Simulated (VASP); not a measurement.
Zr2F:

```xyz
6
Lattice="3.1913 0.0000 0.0000 0.0000 3.1913 0.0000 0.0000 0.0000 9.2030" Properties=species:S:1:pos:R:3 pbc="T T T"
Zr    0.0000    1.5957    1.1504
Zr    0.0000    1.5957    5.7519
Zr    1.5957    0.0000    3.4511
Zr    1.5957    0.0000    8.0527
F     0.0000    0.0000    0.0000
F     1.5957    1.5957    4.6015
```

* Program: VASP 6.6.1
* Task: relaxation of cell and atoms
* Functional: PBE
* Potentials or basis: VASP PAW PBE potentials, release 64 (Zr_sv, F)
* Cutoff: 600 eV
* k mesh: 6 × 6 × 2
* Occupations: gaussian, width 0.1 eV
* Spin: no spin polarisation

At the start: pressure 44.6 GPa; volume 15.62 Å³/atom.

Q: Where does the relaxation end?

A: Over 15 steps the energy falls by 784.3 meV/atom and the volume is 18.81 Å³/atom (+20.4 %); space group P4_2/nmc (No. 137, to 0.05 Å).

The path:
```
step  energy change (eV)  largest force (eV/Å)  pressure (GPa)  volume (Å³)
   1              0.0000                4.8971           44.60        93.73
   2             -0.0693                0.4820          -19.32       165.96
   3             -3.7234                0.9144           -5.12       122.06
   4             -3.7516                1.0163           -3.44       119.95
   5             -3.7558                1.0903           -2.25       118.58
   6             -4.1166                0.8019           -0.71       115.71
   7             -4.4888                0.0016            3.73       110.25
   8             -4.4984                0.4274            5.99       108.30
   9             -4.6388                0.5539            3.20       110.61
  10             -4.6451                0.6845            0.86       112.91
  11             -4.6581                0.6327            1.76       111.99
  12             -4.6956                0.2917            0.28       113.05
  13             -4.7028                0.0700           -0.68       113.78
  14             -4.7053                0.0291           -0.28       113.23
  15             -4.7059                0.0001            0.02       112.83
```

Final structure:
```
Zr F
1.0
     3.17142    0.00000    0.00000
     0.00000    3.17142    0.00000
     0.00000    0.00000   11.21819
Zr F
4 2
Direct
  0.00000 0.50000 0.15581
  0.00000 0.50000 0.65581
  0.50000 0.00000 0.34419
  0.50000 0.00000 0.84419
  0.00000 0.00000 0.00000
  0.50000 0.50000 0.50000
```

Caveat: the volume moved by over 15 % at a fixed basis, so the end points are rough.
